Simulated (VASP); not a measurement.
Set up this calculation in VASP 6.6.1, as the native input.

| Quantity | Value |
| --- | --- |
| Task | single point |
| Functional | LDA |
| Potentials or basis | VASP PAW LDA potentials, release 64 (Sn_d) |
| Cutoff | 520 eV |
| k mesh | 7 × 7 × 5 |
| Occupations | fermi-dirac, width 0.1 eV |
| Spin | no spin polarisation |
| Dipole correction | no |
| Further INCAR settings | ALGO = Normal; EDIFF = 1e-07; NBANDS = 21 |

The structure of Sn lies in POSCAR:

```
Sn
1.0
   -2.8994216605      2.9008009606      1.5581694818
    2.9008009606     -2.8994216605      1.5581694818
    2.8985835788      2.8985835788     -1.5556411493
Sn
2
Direct
    0.0000164062      0.9999835938      0.0000000000
    0.7499835938      0.2500164062      0.5000000000
```

One way to write it, as run:

INCAR

```
  PREC = Accurate
  ENCUT = 520
  EDIFF = 1E-7
  ISMEAR = -1
  SIGMA = 0.1
  LREAL = F
  LASPH = T
  NELM = 60
  ALGO = Normal
  ISIF = 2
  LWAVE = F
  LCHARG = F
  GGA = CA
  NBANDS = 21
```

KPOINTS

```
regular mesh
0
Gamma
  7 7 5
```

Potentials or basis: VASP PAW LDA potentials, release 64 (Sn_d).

Launch:

```sh
$ cat potpaw_LDA.64/Sn_d/POTCAR > POTCAR
$ mpirun -np 1 vasp_std > vasp.out
```

It gave:

| Quantity | Value |
| --- | --- |
| Pressure | -0.1 GPa |
| Largest force | 0.034 eV/Å |
| Band gap on the k mesh | zero (bands 14 and 15 overlap by 3.24 eV) |

Caveat: spin-orbit coupling is left out, which moves the levels of the heavy elements.

It took 110 s on 1 thread of Intel Xeon 8259CL, with other jobs on the host, peak memory 0.21 GiB.
